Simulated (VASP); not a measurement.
# Zr3S2 (R32) in VASP: a series of runs, part 2 of 2

VASP 6.6.1.

### Step 3. Single point, PBEsol

This run uses another cell than the first one, of 19.52 Å³/atom.

INCAR reads:

```
SYSTEM = Zr3S2
ALGO = Normal
EDIFF = 1E-6
ENCUT = 520
GGA = PS
ISIF = 2
ISMEAR = -1
LASPH = .True.
LCHARG = .False.
LREAL = .False.
LWAVE = .False.
NBANDS = 32
NELM = 80
PREC = Accurate
SIGMA = 0.05
```

KPOINTS reads:

```
k-points
0
Gamma
  6 6 6
  0 0 0
```

POSCAR reads:

```
Zr3S2
1.0
    2.8629871785      1.6529464182      3.4373051494
   -2.8629871785      1.6529464182      3.4373051494
    0.0000000000     -3.3058928364      3.4373051494
Zr S
3 2
Direct
    0.8384259083      0.5000000000      0.1615740917
    0.5000000000      0.1615740917      0.8384259083
    0.1615740917      0.8384259083      0.5000000000
    0.6649317196      0.6649317196      0.6649317196
    0.3350682804      0.3350682804      0.3350682804
```

Potentials or basis: VASP PAW PBE potentials, release 64 (Zr_sv, S).

The run is started by

```bash
> cat potpaw_PBE.64/Zr_sv/POTCAR potpaw_PBE.64/S/POTCAR > POTCAR
> mpirun -np 1 vasp_std > vasp.out
```

OUTCAR:

```text
SYSTEM = Zr3S2
   EDIFF = 1E-6
   ENCUT = 520
   GGA = PS
   ISIF = 2
   ISMEAR = -1
   LASPH = .True.
   LREAL = .False.
   NELM = 80
   PREC = Accurate

 ion  position               nearest neighbor table
   1  0.838  0.500  0.162-   5 2.57   4 2.57   5 2.58   4 2.58   2 3.28   2 3.28   3 3.28   3 3.28
                             3 3.36   2 3.36   3 3.44   2 3.44
   2  0.500  0.162  0.838-   4 2.57   5 2.57   4 2.58   5 2.58   1 3.28   1 3.28   3 3.28   3 3.28
                             3 3.36   1 3.36   3 3.44   1 3.44
   3  0.162  0.838  0.500-   4 2.57   5 2.57   4 2.58   5 2.58   1 3.28   2 3.28   1 3.28   2 3.28
                             1 3.36   2 3.36   1 3.44   2 3.44
   4  0.665  0.665  0.665-   2 2.57   1 2.57   3 2.57   3 2.58   2 2.58   1 2.58
   5  0.335  0.335  0.335-   1 2.57   2 2.57   3 2.57   3 2.58   1 2.58   2 2.58

  LATTYP: Found a trigonal (rhomboedric) cell.
 ALAT       =     4.7690663799
 COS(alpha) =     0.2792210959

  Lattice vectors:

 A1 = (   2.8629871785,   1.6529464182,   3.4373051494)
 A2 = (  -2.8629871785,   1.6529464182,   3.4373051494)
 A3 = (   0.0000000000,  -3.3058928364,   3.4373051494)

Analysis of symmetry for initial positions (statically):
=====================================================================
 Subroutine PRICEL returns:
 Original cell was already a primitive cell.

 Routine SETGRP: Setting up the symmetry group for a
 trigonal (rhombohedral) supercell.

 Subroutine GETGRP returns: Found  6 space group operations
 (whereof  6 operations were pure point group operations)
 out of a pool of 12 trial point group operations.

The static configuration has the point symmetry D_3 .

Analysis of symmetry for dynamics (positions and initial velocities):
=====================================================================
 Subroutine PRICEL returns:
 Original cell was already a primitive cell.

 Routine SETGRP: Setting up the symmetry group for a
 trigonal (rhombohedral) supercell.
[... 130 lines left out ...]
     AMIX     =   0.40;   BMIX     =  1.00
     AMIX_MAG =   1.60;   BMIX_MAG =  1.00
  volume/ion in A,a.u.               =      19.52       131.73
  Fermi-wavevector in a.u.,A,eV,Ry     =   1.292229  2.441958 22.719759  1.669855
  Thomas-Fermi vector in A             =   2.423950
   LORBIT       =      0    0 simple, 1 ext, 2 COOP (PROOUT), +10 PAW based schemes
   GGA     = PS    functional components
   LHFCALC =     F    Hartree Fock is set to
   AEXX    =    0.0000 exact exchange contribution
   IVDW    =     0    specifies the selected vdW correction
   LEPSILON=     F    determine dielectric tensor
   LRPA    =     F    only Hartree local field effects (RPA)
 non-spin polarized calculation
  energy-cutoff  :      520.00
  volume of cell :       97.60
 maximum number of plane-waves:      2653
   NGX = 17   NGY = 17   NGZ = 17

 number of electron      48.0000002 magnetization

 Free energy of the ion-electron system (eV)
  ---------------------------------------------------
  ext. energy  EPLUGINS =         0.00000000
  ---------------------------------------------------
  free energy    TOTEN  =       -41.94583049 eV

  energy without entropy =      -41.92622815  energy(sigma->0) =      -41.93602932

 E-fermi :   9.2263     XC(G=0): -11.2361

 val. band max:        9.2244000239   @ k =   0.1667   0.0000  -0.0000
 cond. band min:       9.2319635322   @ k =   0.3333   0.3333   0.3333
 fundamental gap:      0.0075635083
 Fermi energy:         9.2263003966

 k-point     1 :       0.0000    0.0000    0.0000
  band No.  band energies     occupation
      1     -39.6570      2.00000
      2     -39.5612      2.00000
      3     -39.5612      2.00000
      4     -17.8904      2.00000
      5     -17.8819      2.00000
      6     -17.8819      2.00000
[... 829 lines left out ...]
     31      12.3921      0.00000
     32      12.8164      0.00000

 [... further k-points ...]

------------------------ aborting loop because EDIFF is reached ----------------------------------------

  FORCE on cell =-STRESS in cart. coord.  units (eV):
  Direction    XX          YY          ZZ          XY          YZ          ZX
  --------------------------------------------------------------------------------------
  -------------------------------------------------------------------------------------
  Total        0.0488105      0.0488105      0.1482738      0.0000000      0.0000000      0.0000000
  in kB        0.8012654      0.8012654      2.4340392      0.0000000      0.0000000      0.0000000
  external PRESSURE =       1.3455233 kB  Pullay stress =       0.0000000 kB

 VOLUME and BASIS-vectors are now :
 -----------------------------------------------------------------------------
  energy-cutoff  :      520.00
  volume of cell :       97.60
      direct lattice vectors                 reciprocal lattice vectors
     2.862987179  1.652946418  3.437305149     0.174642766  0.100830048  0.096975194
    -2.862987179  1.652946418  3.437305149    -0.174642766  0.100830048  0.096975194
     0.000000000 -3.305892836  3.437305149     0.000000000 -0.201660096  0.096975194

 POSITION                                       TOTAL-FORCE (eV/Angst)
 -----------------------------------------------------------------------------------
      0.96891      1.67820      5.15596         0.006031      0.010446      0.000000
      0.96891     -1.67820      5.15596         0.006031     -0.010446      0.000000
     -1.93782      0.00000      5.15596        -0.012062     -0.000000      0.000000
      0.00000      0.00000      6.85672         0.000000      0.000000     -0.003603
      0.00000      0.00000      3.45520         0.000000      0.000000      0.003603
 -----------------------------------------------------------------------------------
    total drift:                                0.000000      0.000000     -0.000000

  FREE ENERGIE OF THE ION-ELECTRON SYSTEM (eV)
  ---------------------------------------------------
  free  energy   TOTEN  =       -41.9458304884 eV

  energy  without entropy=      -41.9262281479  energy(sigma->0) =      -41.93602932
```

OSZICAR:

```text
N       E                     dE             d eps       ncg     rms          rms(c)
DAV:   1     0.443840924690E+03    0.44384E+03   -0.24911E+04  2048   0.147E+03
DAV:   2    -0.699994682027E+01   -0.45084E+03   -0.43483E+03  2408   0.411E+02
DAV:   3    -0.410134939601E+02   -0.34014E+02   -0.33175E+02  3240   0.903E+01
DAV:   4    -0.437627454981E+02   -0.27493E+01   -0.27373E+01  3072   0.224E+01
DAV:   5    -0.438635933034E+02   -0.10085E+00   -0.10083E+00  2928   0.416E+00    0.259E+01
DAV:   6    -0.420590433631E+02    0.18045E+01   -0.50288E+00  2488   0.112E+01    0.117E+01
DAV:   7    -0.419594256980E+02    0.99618E-01   -0.12719E+00  3384   0.493E+00    0.338E+00
DAV:   8    -0.419486658900E+02    0.10760E-01   -0.20653E-01  2400   0.206E+00    0.668E-01
DAV:   9    -0.419458036362E+02    0.28623E-02   -0.31200E-02  2608   0.783E-01    0.290E-01
DAV:  10    -0.419458515052E+02   -0.47869E-04   -0.44507E-03  2880   0.472E-01    0.542E-02
DAV:  11    -0.419458370844E+02    0.14421E-04   -0.19608E-04  2720   0.840E-02    0.563E-02
DAV:  12    -0.419458297060E+02    0.73783E-05   -0.44010E-05  2984   0.392E-02    0.154E-02
DAV:  13    -0.419458304884E+02   -0.78239E-06   -0.33462E-06  2352   0.120E-02
   1 F= -.41945830E+02 E0= -.41936029E+02  d E =-.196023E-01
```

Run time: 35 s. Hardware: 1 thread of Intel Xeon 6975P-C (Granite Rapids), shared host; peak memory 0.24 GiB.

Results:

```
Free energy            : -41.9458 eV
Pressure               : 0.1 GPa
Largest force          : 0.012 eV/Å
Band gap on the k mesh : zero (bands 24 and 25 overlap by 0.23 eV)
```

Forces on the atoms (eV/Å):
```
Zr   0.006  0.010  0.000
Zr   0.006 -0.010  0.000
Zr  -0.012  0.000  0.000
S    0.000  0.000 -0.004
S    0.000  0.000  0.004
```

Caveat: the PAW data sets were made with another functional, which shifts forces and pressure a little.

The gap in the log of VASP goes by the Fermi energy; the results here count the filled bands.